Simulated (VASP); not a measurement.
Here is a VASP 6.6.1 calculation.

The input INCAR:

```
SYSTEM = HfO2
  ALGO = Normal
  EDIFF = 1E-6
  ENCUT = 520
  GGA = PE
  ISIF = 2
  ISMEAR = -1
  LASPH = .TRUE.
  LCHARG = .FALSE.
  LREAL = .FALSE.
  LWAVE = .FALSE.
  NBANDS = 31
  NELM = 60
  PREC = Accurate
  SIGMA = 0.05
```

File KPOINTS:

```
k-points
0
G
  6 6 5
  0 0 0
```

The input POSCAR:

```
HfO2
1.0
    3.5224391367      0.0000000000      0.0000000000
    0.0000000000      3.5224391367      0.0000000000
    0.0000000000      0.0000000000      5.1718612100
Hf O
2 4
Direct
    0.0000000000      0.0000000000      0.0000000000
    0.5000000000      0.5000000000      0.5000000000
    0.0000000000      0.5000000000      0.1972078800
    0.5000000000      0.0000000000      0.3027921200
    0.5000000000      0.0000000000      0.8027921200
    0.0000000000      0.5000000000      0.6972078800
```

Potentials or basis: VASP PAW PBE potentials, release 64 (Hf_pv, O).

Command:

```sh
$ cat potpaw_PBE.64/Hf_pv/POTCAR potpaw_PBE.64/O/POTCAR > POTCAR
$ mpirun -np 1 vasp_std > vasp.out
```

Question: Predict the largest force.

Answer: 0.187 eV/Å.

Question: Predict the band gap on the k mesh.

Answer: 4.83 eV (least direct gap 4.89 eV).

Question: What does it give for the pressure?

Answer: 12.5 GPa.

Forces in eV/Å, atoms in the order of the input:
```
Hf   0.000  0.000  0.000
Hf   0.000  0.000  0.000
O    0.000  0.000  0.187
O    0.000  0.000 -0.187
O    0.000  0.000 -0.187
O    0.000  0.000  0.187
```

Caveat: the cell stands under pressure; spin-orbit coupling is left out, which moves the levels of the heavy elements; an odd mesh through Γ misses points on the zone boundary, where band edges can lie.
